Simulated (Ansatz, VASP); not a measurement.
## Pd: VASP beside Ansatz

File INCAR:

```
SYSTEM = Pd
  ALGO = Normal
  EDIFF = 1E-7
  ENCUT = 520
  GGA = PE
  ISIF = 2
  ISMEAR = 0
  LASPH = .TRUE.
  LCHARG = .TRUE.
  LELF = .TRUE.
  LREAL = .FALSE.
  LVHAR = .TRUE.
  LWAVE = .FALSE.
  NBANDS = 11
  NELM = 80
  PREC = Accurate
  SIGMA = 0.15
```

The input KPOINTS:

```
k-points
0
G
  20 20 20
  0 0 0
```

File POSCAR:

```
Pd
1.0
    0.0000000000      2.1004920000      2.1004920000
    2.1004920000      0.0000000000      2.1004920000
    2.1004920000      2.1004920000      0.0000000000
Pd
1
Direct
    0.0000000000      0.0000000000      0.0000000000
```

Input for Ansatz:

```yaml
crystal:
  lattice:
    - [0.0, 2.100492, 2.100492]
    - [2.100492, 0.0, 2.100492]
    - [2.100492, 2.100492, 0.0]
  atoms:
    - { symbol: Pd, position: [0.0, 0.0, 0.0] }
basis:
  ecutwfc: 420
kpoints:
  mp_grid: { grid: [20, 20, 20] }
hamiltonian:
  xc: pbe
scf:
  occupations: { method: gaussian, width: 0.15 }
output:
  forces: true
  stress: true
  eigenvalues: true
```

Change from the starting cell: strain +0.080 along x and y, +0.080 along z, atoms carried along.

Alike in both runs: task single point; functional PBE; k mesh 20 × 20 × 20; occupations gaussian, width 0.15 eV; no spin polarisation.

|  | VASP | Ansatz |
| --- | --- | --- |
| version | VASP 6.6.1 | Ansatz 0.2.0 |
| potentials or method | VASP PAW PBE potentials, release 64 (Pd), cutoff 520 eV | scalar-relativistic, plane waves, PAW |
| valence electrons in the cell | 10 | 18 |

Ansatz gave:

| Property | Result |
| --- | --- |
| gap on the k mesh at the Fermi level (eV) | none |
| pressure (GPa) | -18.6 |

What did VASP give for the same quantities?

gap on the k mesh at the Fermi level (eV): none; pressure (GPa): -18.7.

A gap of «none» marks a metal or a gap that the smearing closes. With one functional, cell and mesh, what is left measures potentials, basis and numerics. VASP's potentials hold 10 valence electrons a cell and Ansatz's 18, so a difference there can come from the potentials and not from the codes.
